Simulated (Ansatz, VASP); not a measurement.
**Sb: VASP beside Ansatz**

Contents of INCAR:

```
ALGO     = Normal         # electronic algorithm
EDIFF    = 1E-6           # SCF threshold, eV
ENCUT    = 520            # plane-wave cutoff, eV
GGA      = PS             # functional
ISIF     = 2              # what is computed and relaxed
ISMEAR   = -1             # smearing method
LASPH    = T              # aspherical terms in the spheres
LCHARG   = T              # write CHGCAR
LELF     = T              # ELF
LREAL    = F              # projectors in reciprocal space
LVHAR    = T            
LWAVE    = F              # write WAVECAR
NBANDS   = 12             # bands
NELM     = 100            # most SCF steps
PREC     = Accurate       # precision mode
SIGMA    = 0.05           # smearing width, eV
```

File KPOINTS:

```
k-points
0
Gamma
  9 9 9
```

The input POSCAR:

```
Sb
1.0
    2.1007438352      1.1827036773      3.7100774999
   -2.2004568288      1.2257156839      3.7530895065
   -0.0126070064     -2.5207393611      3.7688329936
Sb
2
Direct
    0.2336400000      0.2336400000      0.2336400000
    0.7663600000      0.7663600000      0.7663600000
```

Input for Ansatz:

```yaml
crystal:
  lattice:
    - [2.1007438352, 1.1827036773, 3.7100774999]
    - [-2.2004568288, 1.2257156839, 3.7530895065]
    - [-0.0126070064, -2.5207393611, 3.7688329936]
  atoms:
    - { symbol: Sb, position: [0.23364, 0.23364, 0.23364] }
    - { symbol: Sb, position: [0.76636, 0.76636, 0.76636] }
kpoints:
  mp_grid: { grid: [9, 9, 9] }
  band_path:
    path:
      - [0.0, 0.0, 0.0]
      - [0.0, 0.0, -0.5]
      - [0.5, 0.5, 0.5]
      - [0.0, 0.0, 0.0]
      - [0.0, -0.5, 0.0]
      - [0.5, 0.0, 0.0]
      - [0.0, 0.0, 0.0]
      - [0.5, 0.0, 0.5]
      - [0.0, -0.5, -0.5]
    npoints: 5
scf:
  occupations: { method: fermi_dirac, width: 0.05 }
hamiltonian:
  xc: pbesol
  pseudopotentials: { kind: all_electron, lapw: { basis_error: 0.0005 } }
output:
  forces: true
  stress: true
  eigenvalues: true
```

Change from the starting cell: equal xy, yz and zx shear strains of -2 %.

Alike in both runs: task single point; functional PBEsol; k mesh 9 × 9 × 9; occupations fermi-dirac, width 0.05 eV; no spin polarisation.

|  | VASP | Ansatz |
| --- | --- | --- |
| version | VASP 6.6.1 | Ansatz 0.2.0 |
| potentials or method | VASP PAW PBE potentials, release 64 (Sb), cutoff 520 eV | all-electron LAPW, scalar-relativistic |

Ansatz gave:

```
pressure (GPa)                                                : 0.5
traceless stress, the component that is largest in VASP (GPa) : 1.23
rms of the force components (eV/Å)                            : 0.106
```

Problem. Which values does VASP return?

Solution. Pressure (GPa): 0.6; traceless stress, the component that is largest in VASP (GPa): 1.24; rms of the force components (eV/Å): 0.134.

VASP's potentials were made for PBE, not for PBEsol. Atom by atom the forces differ by 0.033 eV/Å (rms over components). Ansatz ran all-electron here, and VASP with PAW potentials.

Spin-orbit coupling is off throughout.
